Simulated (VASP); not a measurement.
A run of VASP 6.6.1 is set up as follows.

Contents of INCAR:

```
SYSTEM = SiGe
PREC = Accurate ; ENCUT = 500
EDIFF = 1E-6 ; ISMEAR = 0
SIGMA = 0.02 ; LREAL = .FALSE.
LASPH = .TRUE. ; NELM = 120
ALGO = Normal ; ISIF = 2
LWAVE = .FALSE. ; LCHARG = .FALSE.
GGA = PS ; NBANDS = 26
GGA_COMPAT = .FALSE.
```

File KPOINTS:

```
regular mesh
0
G
  9 9 6
  0 0 0
```

POSCAR

```
SiGe
1.0
    3.8615908601      0.0000000000      0.0000000000
   -1.9307954301      3.3442357839      0.0000000000
    0.0000000000      0.0000000000      6.3783475668
Si Ge
2 2
Direct
    0.3333333333      0.6666666667      0.0000239282
    0.6666666667      0.3333333333      0.5000239282
    0.3333333333      0.6666666667      0.3739760718
    0.6666666667      0.3333333333      0.8739760718
```

Potentials or basis: VASP PAW PBE potentials, release 64 (Si, Ge_d).

Launch:

```bash
$ cat potpaw_PBE.64/Si/POTCAR potpaw_PBE.64/Ge_d/POTCAR > POTCAR
$ mpirun -np 1 vasp_std > vasp.out
```

Question: What does it give for the band gap on the k mesh?

Answer: 0.33 eV (least direct gap 0.49 eV).

Question: What does it give for the pressure?

Answer: 2.6 GPa.

Stress tensor (GPa, compression positive):
```
2.54 0.00 0.00
0.00 2.54 0.00
0.00 0.00 2.63
```

Caveat: the cell differs from its parent crystal (strained cell); semilocal functionals underestimate gaps, and a narrow one can read as zero; the PAW data sets were made with another functional, which shifts forces and pressure a little. A k mesh can miss the band edges.
